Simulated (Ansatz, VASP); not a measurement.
KTaO3 in VASP and in Ansatz

```
CELL_PARAMETERS angstrom
4.28426 0.00000 0.00000
0.00000 3.98536 0.00000
0.00000 0.00000 3.98536
ATOMIC_POSITIONS crystal
K 0.50000 0.50000 0.50000
Ta 0.00000 0.00000 0.00000
O 0.50000 0.00000 0.00000
O 0.00000 0.50000 0.00000
O 0.00000 0.00000 0.50000
```

Change from the starting cell: normal strain along x +0.0750, normal strain along z +0.0000.

Alike in both runs: task single point; functional PBEsol; k mesh 8 × 8 × 8; occupations gaussian, width 0.05 eV; no spin polarisation.

```csv
,VASP,Ansatz
version,VASP 6.6.1,Ansatz 0.2.0
potentials or method,"VASP PAW PBE potentials, release 64 (K_sv, Ta_pv, O), cutoff 520 eV","scalar-relativistic, plane waves, PAW"
valence electrons in the cell,38,40
```

Ansatz gave:

| Property | Result |
| --- | --- |
| gap on the k mesh at the Fermi level (eV) | 1.89 |
| least direct gap on the mesh (eV) | 2.40 |
| pressure (GPa) | -10.9 |
| traceless stress, the component that is largest in VASP (GPa) | -12.04 |

What did VASP give for the same quantities?

gap on the k mesh at the Fermi level (eV): 1.85; least direct gap on the mesh (eV): 2.37; pressure (GPa): -10.3; traceless stress, the component that is largest in VASP (GPa): -12.25.

VASP's potentials were made for PBE, not for PBEsol. VASP's potentials hold 38 valence electrons a cell and Ansatz's 40, so a difference there can come from the potentials and not from the codes.

Spin-orbit coupling is off throughout.
